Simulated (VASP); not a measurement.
# H4C in VASP: notebook

Runs on H4C. Level: PBE+D3(BJ). Tasks: single point, relaxation of the atoms.

Everything below comes from runs of VASP 6.6.1. Logs are shortened: lines on timing, memory, paths and dates and some standing lists are left out, and cuts for length are marked.

## (1) The cell of the first run

The cell holds an amorphous packing of atoms, 30 atoms: a = 7.230 Å, b = 7.230 Å, c = 7.230 Å, α = 90.00°, β = 90.00°, γ = 90.00°.

## (2) Single point, PBE+D3(BJ)

Input file INCAR:

```
ALGO     = Normal         # electronic algorithm
EDIFF    = 1E-6           # SCF threshold, eV
ENCUT    = 520            # plane-wave cutoff, eV
GGA      = PE             # functional
ISIF     = 2              # what is computed and relaxed
ISMEAR   = -1             # smearing method
IVDW     = 12             # dispersion correction
LASPH    = T              # aspherical terms in the spheres
LCHARG   = F              # write CHGCAR
LREAL    = Auto         
LWAVE    = F              # write WAVECAR
NBANDS   = 45             # bands
NELM     = 100            # most SCF steps
PREC     = Accurate       # precision mode
SIGMA    = 0.02           # smearing width, eV
```

Input file KPOINTS:

```
k-points
0
Gamma
  1 1 1
```

Input file POSCAR:

```
H4C
1.0
    7.2304270000      0.0000000000      0.0000000000
    0.0000000000      7.2304270000      0.0000000000
    0.0000000000      0.0000000000      7.2304270000
C H
6 24
Direct
    0.8496942688      0.7830918143      0.6579520493
    0.4568219864      0.1987371805      0.7218342717
    0.9707389256      0.2660656254      0.5554786045
    0.1163719648      0.0568217001      0.0835246022
    0.4433233559      0.6672994869      0.9905975938
    0.8996289094      0.5859534483      0.1720914292
    0.7884221079      0.8382513301      0.7846213333
    1.0006919270      0.7959222099      0.6660563779
    0.7989375291      0.8616533896      0.5390172711
    0.8117762578      0.6377031978      0.6426853709
    0.5132414262      0.2452645001      0.8555355940
    0.5303381945      0.0737399729      0.6755707067
    0.4742965746      0.3087949230      0.6182930965
    0.3097185362      0.1683793952      0.7383173423
    1.0552535723      0.3888859688      0.5876738540
    0.9152026320      0.2056204549      0.6839308150
    1.0565582470      0.1632846455      0.4849205109
    0.8562466567      0.3057024508      0.4637080391
    0.1899860386      0.1887148927      0.0961322956
    0.1040663435     -0.0074881680      0.2200367690
    0.1932571663     -0.0362304301     -0.0082883865
   -0.0223854974      0.0813050039      0.0263009849
    0.4873807879      0.7972800384      0.9253094590
    0.3089468304      0.6260663672      0.9346495263
    0.4311238801      0.6878655573      1.1402400735
    0.5462171258      0.5596836773      0.9622444055
    0.8866418342      0.7352052838      0.1515925367
    0.7786811266      0.5353252861      0.2472803297
    1.0244289611      0.5557608509      0.2518298660
    0.9075323306      0.5170790464      0.0371170780
```

Potentials or basis: VASP PAW PBE potentials, release 64 (C, H).

The run is started by

```bash
$ cat potpaw_PBE.64/C/POTCAR potpaw_PBE.64/H/POTCAR > POTCAR
$ mpirun -np 1 vasp_gam > vasp.out
```

OUTCAR:

```text
EDIFF = 1E-6
   ENCUT = 520
   GGA = PE
   ISIF = 2
   ISMEAR = -1
   IVDW = 12
   LASPH = T
   LREAL = Auto
   NELM = 100
   PREC = Accurate
 IVDW          = 12

 ion  position               nearest neighbor table
   1  0.850  0.783  0.658-  10 1.09   7 1.09   9 1.09   8 1.10
   2  0.457  0.199  0.722-  14 1.09  13 1.10  12 1.10  11 1.10
   3  0.971  0.266  0.555-  17 1.09  18 1.10  16 1.10  15 1.10
   4  0.116  0.057  0.084-  20 1.09  19 1.10  21 1.10  22 1.10
   5  0.443  0.667  0.991-  24 1.09  25 1.10  26 1.10  23 1.10
   6  0.900  0.586  0.172-  29 1.09  28 1.09  27 1.09  30 1.10
   7  0.788  0.838  0.785-   1 1.09
   8  0.001  0.796  0.666-   1 1.10
   9  0.799  0.862  0.539-   1 1.09
  10  0.812  0.638  0.643-   1 1.09
  11  0.513  0.245  0.856-   2 1.10
  12  0.530  0.074  0.676-   2 1.10
[... 16 lines left out ...]
  29  0.024  0.556  0.252-   6 1.09
  30  0.908  0.517  0.037-   6 1.10

  LATTYP: Found a simple cubic cell.
 ALAT       =     7.2304270000

  Lattice vectors:

 A1 = (   7.2304270000,   0.0000000000,   0.0000000000)
 A2 = (   0.0000000000,   7.2304270000,   0.0000000000)
 A3 = (   0.0000000000,   0.0000000000,   7.2304270000)

Analysis of symmetry for initial positions (statically):
=====================================================================
 Subroutine PRICEL returns:
 Original cell was already a primitive cell.

 Routine SETGRP: Setting up the symmetry group for a
 simple cubic supercell.

 Subroutine GETGRP returns: Found  1 space group operations
 (whereof  1 operations were pure point group operations)
 out of a pool of 48 trial point group operations.

The static configuration has the point symmetry C_1 .

Analysis of symmetry for dynamics (positions and initial velocities):
=====================================================================
 Subroutine PRICEL returns:
 Original cell was already a primitive cell.

 Routine SETGRP: Setting up the symmetry group for a
 simple cubic supercell.

 Subroutine GETGRP returns: Found  1 space group operations
 (whereof  1 operations were pure point group operations)
 out of a pool of 48 trial point group operations.

The dynamic configuration has the point symmetry C_1 .

 Subroutine INISYM returns: Found  1 space group operations
 (whereof  1 operations are pure point group operations),
 and found     1 'primitive' translations

----------------------------------------------------------------------------------------

                                     Primitive cell

  volume of cell :     378.0000

  direct lattice vectors                    reciprocal lattice vectors
     7.230427000  0.000000000  0.000000000     0.138304418  0.000000000  0.000000000
     0.000000000  7.230427000  0.000000000     0.000000000  0.138304418  0.000000000
     0.000000000  0.000000000  7.230427000     0.000000000  0.000000000  0.138304418

  length of vectors
     7.230427000  7.230427000  7.230427000     0.138304418  0.138304418  0.138304418

  position of ions in fractional coordinates (direct lattice)
     0.849694269  0.783091814  0.657952049
     0.456821986  0.198737180  0.721834272
     0.970738926  0.266065625  0.555478605
     0.116371965  0.056821700  0.083524602
     0.443323356  0.667299487  0.990597594
     0.899628909  0.585953448  0.172091429
[... 22 lines left out ...]
     0.024428961  0.555760851  0.251829866
     0.907532331  0.517079046  0.037117078

  ion indices of the primitive-cell ions
   primitive index   ion index
                 1           1
                 2           2
                 3           3
                 4           4
                 5           5
                 6           6
[... 22 lines left out ...]
                29          29
                30          30

----------------------------------------------------------------------------------------

 KPOINTS: k-points

Automatic generation of k-mesh.
 Grid dimensions read from file:
 generate k-points for:    1    1    1

 Generating k-lattice:

  Cartesian coordinates                     Fractional coordinates (reciprocal lattice)
     0.138304418  0.000000000  0.000000000     1.000000000  0.000000000  0.000000000
     0.000000000  0.138304418  0.000000000     0.000000000  1.000000000  0.000000000
     0.000000000  0.000000000  0.138304418     0.000000000  0.000000000  1.000000000

  Length of vectors
     0.138304418  0.138304418  0.138304418

  Shift w.r.t. Gamma in fractional coordinates (k-lattice)
     0.000000000  0.000000000  0.000000000

 Subroutine IBZKPT returns following result:
 ===========================================

 Found      1 irreducible k-points:

 Following reciprocal coordinates:
            Coordinates               Weight
  0.000000  0.000000  0.000000      1.000000
   k-points           NKPTS =      1   k-points in BZ     NKDIM =      1   number of bands    NBANDS=     45
   number of dos      NEDOS =    301   number of ions     NIONS =     30
   total plane-waves  NPLWV = 157464
   dimension x,y,z NGX =    54 NGY =   54 NGZ =   54
   dimension x,y,z NGXF=   108 NGYF=  108 NGZF=  108
   ions per type =               6  24
   NGX,Y,Z   is equivalent  to a cutoff of  12.42, 12.42, 12.42 a.u.
   NGXF,Y,Z  is equivalent  to a cutoff of  24.83, 24.83, 24.83 a.u.
 SYSTEM =  unknown system
   PREC   = accura    normal or accurate (medium, high low for compatibility)
   ISTART =      0    job   : 0-new  1-cont  2-samecut
   ICHARG =      2    charge: 1-file 2-atom 10-const
   ISPIN  =      1    spin polarized calculation?
   LNONCOLLINEAR =      F non collinear calculations
   LSORBIT =      F    spin-orbit coupling
   LASPH  =      T    aspherical Exc in radial PAW
   ENCUT  =  520.0 eV  38.22 Ry    6.18 a.u.  13.44 13.44 13.44*2*pi/ulx,y,z
   NELM   =    100;   NELMIN=  2; NELMDL= -5     # of ELM steps
   EDIFF  = 0.1E-05   stopping-criterion for ELM
   LREAL  =      T    real-space projection
   EDIFFG = 0.1E-04   stopping-criterion for IOM
   NSW    =      0    number of steps for IOM
   IBRION =     -1    ionic relax: 0-MD 1-quasi-New 2-CG
   NFREE  =      0    steps in history (QN), initial steepest desc. (CG)
   ISIF   =      2    stress and relaxation
   ISYM   =      2    0-nonsym 1-usesym 2-fastsym
   POTIM  = 0.5000    time-step for ionic-motion
   TEBEG  =    0.0;   TEEND  =   0.0 temperature during run
   PSTRESS=    0.0 pullay stress
   NELECT =      48.0000    total number of electrons
   NUPDOWN=      -1.0000    fix difference up-down
   EMIN   =  10.00;   EMAX   =-10.00  energy-range for DOS
   EFERMI =   0.00;   METHOD = LEGACY
   ISMEAR =    -1;   SIGMA  =   0.02  broadening in eV -4-tet -1-fermi 0-gaus
   EFERMI_NEDOS =   21; number of points for ismear=-14 and -15
   IALGO  =     38    algorithm
   IMIX   =      4    mixing-type and parameters
     AMIX     =   0.40;   BMIX     =  1.00
     AMIX_MAG =   1.60;   BMIX_MAG =  1.00
  volume/ion in A,a.u.               =      12.60        85.03
  Fermi-wavevector in a.u.,A,eV,Ry     =   0.822857  1.554975  9.212429  0.677094
  Thomas-Fermi vector in A             =   1.934266
   LORBIT       =      0    0 simple, 1 ext, 2 COOP (PROOUT), +10 PAW based schemes
   GGA     = PE    functional components
   LHFCALC =     F    Hartree Fock is set to
   AEXX    =    0.0000 exact exchange contribution
   IVDW    =    12    specifies the selected vdW correction
   LEPSILON=     F    determine dielectric tensor
   LRPA    =     F    only Hartree local field effects (RPA)
 non-spin polarized calculation
  energy-cutoff  :      520.00
  volume of cell :      378.00
 maximum number of plane-waves:      5066
 NGX is ok and might be reduce to    54
   NGX = 27   NGY = 27   NGZ = 27

 number of electron      47.9999996 magnetization

 Free energy of the ion-electron system (eV)
  ---------------------------------------------------
  ext. energy  EPLUGINS =         0.00000000
  ---------------------------------------------------
  free energy    TOTEN  =      -144.15142634 eV

  energy without entropy =     -144.15142634  energy(sigma->0) =     -144.15142634

 E-fermi :  -6.2424     XC(G=0):  -5.4958

 val. band max:       -6.7448311910   @ k =   0.0000   0.0000   0.0000
 cond. band min:       0.4890295517   @ k =   0.0000   0.0000   0.0000
 fundamental gap:      7.2338607427
 Fermi energy:        -6.2423961413

 k-point     1 :       0.0000    0.0000    0.0000
  band No.  band energies     occupation
      1     -15.2449      2.00000
      2     -14.9476      2.00000
      3     -14.9246      2.00000
      4     -14.8761      2.00000
      5     -14.8072      2.00000
      6     -14.7233      2.00000
[... 28 lines left out ...]
     35       4.5103      0.00000
     36       4.6160      0.00000
 [bands above 36 left out]

------------------------ aborting loop because EDIFF is reached ----------------------------------------

 Edisp (eV)   -0.79886

 E8    (eV) :    -0.1674

  FORCE on cell =-STRESS in cart. coord.  units (eV):
  Direction    XX          YY          ZZ          XY          YZ          ZX
  --------------------------------------------------------------------------------------
  -------------------------------------------------------------------------------------
  Total      -0.36884    -0.41118    -0.58260    -0.11885    -0.14161    -0.19491
  in kB      -1.56336    -1.74280    -2.46939    -0.50374    -0.60024    -0.82616
  external pressure =       -1.93 kB  Pullay stress =        0.00 kB

 VOLUME and BASIS-vectors are now :
 -----------------------------------------------------------------------------
  energy-cutoff  :      520.00
  volume of cell :      378.00
      direct lattice vectors                 reciprocal lattice vectors
     7.230427000  0.000000000  0.000000000     0.138304418  0.000000000  0.000000000
     0.000000000  7.230427000  0.000000000     0.000000000  0.138304418  0.000000000
     0.000000000  0.000000000  7.230427000     0.000000000  0.000000000  0.138304418

 POSITION                                       TOTAL-FORCE (eV/Angst)
 -----------------------------------------------------------------------------------
      6.14365      5.66209      4.75727         0.060794      0.055827     -0.015148
      3.30302      1.43695      5.21917         0.159692     -0.028304      0.019852
      7.01886      1.92377      4.01635        -0.005583      0.127752      0.080644
      0.84142      0.41085      0.60392        -0.016956     -0.009358     -0.050379
      3.20542      4.82486      7.16244         0.080102      0.056188     -0.054896
      6.50470      4.23669      1.24429        -0.011913     -0.058286     -0.084200
[... 22 lines left out ...]
      0.17663      4.01839      1.82084         0.056145      0.001373      0.025679
      6.56185      3.73870      0.26837         0.011859      0.006062      0.017925
 -----------------------------------------------------------------------------------
    total drift:                                0.000906      0.001840      0.005154

  FREE ENERGIE OF THE ION-ELECTRON SYSTEM (eV)
  ---------------------------------------------------
  free  energy   TOTEN  =      -144.9502852332 eV

  energy  without entropy=     -144.9502852332  energy(sigma->0) =     -144.95028523
```

Run time: 23 s. Hardware: 1 thread of Intel Xeon 6975P-C (Granite Rapids), shared host; peak memory 0.33 GiB.

Results:

- Free energy: -144.9503 eV
- Pressure: -0.2 GPa
- Largest force: 0.266 eV/Å
- Band gap on the k mesh: 7.23 eV
- Dispersion energy per atom: -0.027 eV

Forces on the atoms (eV/Å):
```
C    0.061  0.056 -0.015
C    0.160 -0.028  0.020
C   -0.006  0.128  0.081
C   -0.017 -0.009 -0.050
C    0.080  0.056 -0.055
C   -0.012 -0.058 -0.084
H   -0.012  0.021  0.056
H   -0.026 -0.002 -0.014
H   -0.006  0.010 -0.035
H   -0.044 -0.069  0.019
H   -0.038 -0.073 -0.178
H   -0.077  0.146  0.055
H    0.013 -0.069  0.092
H   -0.014 -0.018  0.009
H   -0.150 -0.211 -0.062
H    0.072  0.117 -0.143
H    0.018  0.026  0.019
H    0.103 -0.042  0.124
H   -0.008 -0.015 -0.016
H    0.001 -0.009  0.001
H   -0.060  0.065  0.039
H    0.078  0.000  0.042
H   -0.028 -0.089  0.065
H   -0.053 -0.039 -0.032
H    0.002  0.013  0.013
H   -0.057  0.049 -0.006
H   -0.009  0.058 -0.016
H   -0.041 -0.021  0.028
H    0.056  0.001  0.026
H    0.012  0.006  0.018
```

Stress tensor (GPa, compression positive):
```
-0.16 -0.05 -0.08
-0.05 -0.17 -0.06
-0.08 -0.06 -0.25
```

Caveat: the k points lie up to 0.87 Å⁻¹ apart.

## (3) Single point, PBE+D3(BJ)

Input file INCAR:

```
SYSTEM = H4C
PREC = Accurate ; ENCUT = 520
EDIFF = 1E-6 ; ISMEAR = -1
SIGMA = 0.02 ; LREAL = Auto
LASPH = .TRUE. ; NELM = 100
ALGO = Normal ; ISIF = 2
LWAVE = .FALSE. ; LCHARG = .FALSE.
GGA = PE ; IVDW = 12
NBANDS = 45
```

Input file KPOINTS:

```
Automatic mesh
0
G
  1 1 1
  0 0 0
```

Input file POSCAR:

```
H4C
1.0
    7.2304270000      0.0000000000      0.0000000000
    0.0000000000      7.2304270000      0.0000000000
    0.0000000000      0.0000000000      7.2304270000
C H
6 24
Direct
    0.8161758635      0.7940471566      0.6202953159
    0.4784226436      0.1988264317      0.7439671267
    0.9384231388      0.2904392783      0.5361647383
    0.1209748747      0.0443542269      0.0854168087
    0.4142355631      0.6953392932      0.9936342625
    0.8877483999      0.5369254126      0.1153043935
    0.6780235801      0.7222118417      0.6247348877
    0.8579991196      0.8580682718      0.7446586488
    0.8351235688      0.8795884392      0.5049632615
    0.9245097143      0.6771522622      0.6073361919
    0.5858575157      0.2308992263      0.8560213664
    0.5129987482      0.0880999144      0.6512616751
    0.4522831086      0.3216822464      0.6501137485
    0.3532294842      0.1474186794      0.8333394418
    1.0545711892      0.3787328190      0.5772964723
    0.8673484982      0.2702330028      0.6702508718
    1.0078381263      0.1607373949      0.4667912421
    0.8400610365      0.3352775707      0.4314959545
    0.2269160590      0.1474878316      0.0380475455
    0.0946693743      0.0563313896      0.2390315261
    0.2013988939     -0.0820836722      0.0861913135
    0.0026969362      0.0405370250     -0.0123090932
    0.4470828625      0.8381247747      0.9654339917
    0.2691542284      0.6952424801      0.9252288973
    0.4017328437      0.6732935690      1.1448424830
    0.5128327829      0.6020529631      0.9238873444
    0.8170333509      0.6451901112      0.0248118126
    0.7640350978      0.4572482372      0.1921739892
    0.9768164453      0.6091341493      0.2092545848
    0.9658903962      0.4313991414      0.0436627048
```

Potentials or basis: VASP PAW PBE potentials, release 64 (C, H).

The run is started by

```bash
$ cat potpaw_PBE.64/C/POTCAR potpaw_PBE.64/H/POTCAR > POTCAR
$ mpirun -np 1 vasp_gam > vasp.out
```

Run time: 23 s. Hardware: 1 thread of Intel Xeon 6975P-C (Granite Rapids), shared host; peak memory 0.33 GiB.

The run converged. Its results:

```
Free energy                : -143.4535 eV
Pressure                   : -1.7 GPa
Largest force              : 3.735 eV/Å
Band gap on the k mesh     : 6.35 eV
Dispersion energy per atom : -0.027 eV
```

Forces in eV/Å, atoms in the order of the input:
```
C    0.534 -3.696  0.070
C   -1.000  0.651  1.784
C    1.137 -1.854 -0.108
C    0.972  0.310  0.763
C   -1.778 -0.041 -0.798
C   -3.143 -0.308  0.205
H    0.768  0.741  0.082
H   -0.194  0.918  1.216
H   -0.122  1.108 -1.267
H   -1.092  0.936 -0.084
H   -0.548 -0.289 -1.384
H    0.627 -0.708 -0.121
H   -0.134 -0.623  1.098
H    1.183  1.001 -1.598
H   -0.130  0.533 -0.754
H   -0.014 -0.697 -0.497
H   -0.992  1.264  1.462
H    0.170  0.718  0.106
H   -0.891 -0.090  0.526
H   -0.456  0.538 -1.197
H   -0.243 -0.544 -0.505
H    0.238 -0.029  0.679
H    0.830  0.536  0.139
H    1.394 -0.779  0.739
H    0.102 -0.103 -0.495
H   -0.370  0.119  0.259
H    0.779 -1.081  0.387
H    1.910  1.346 -0.920
H    0.290  0.195  0.774
H    0.173 -0.072 -0.562
```

Stress tensor (GPa, compression positive):
```
-3.09 -0.21 -0.29
-0.21 -0.23  0.74
-0.29  0.74 -1.80
```

Levels at points of the mesh, in eV from the valence-band top:
```
           k point  band 20  band 21  band 22  band 23  band 24  band 25  band 26  band 27  band 28  band 29
(0.00, 0.00, 0.00)    -0.77    -0.60    -0.45    -0.31     0.00     6.35     8.27     8.68     9.07     9.22
```

Caveat: the k points lie up to 0.87 Å⁻¹ apart.

(Continued in part 2 of 2.)
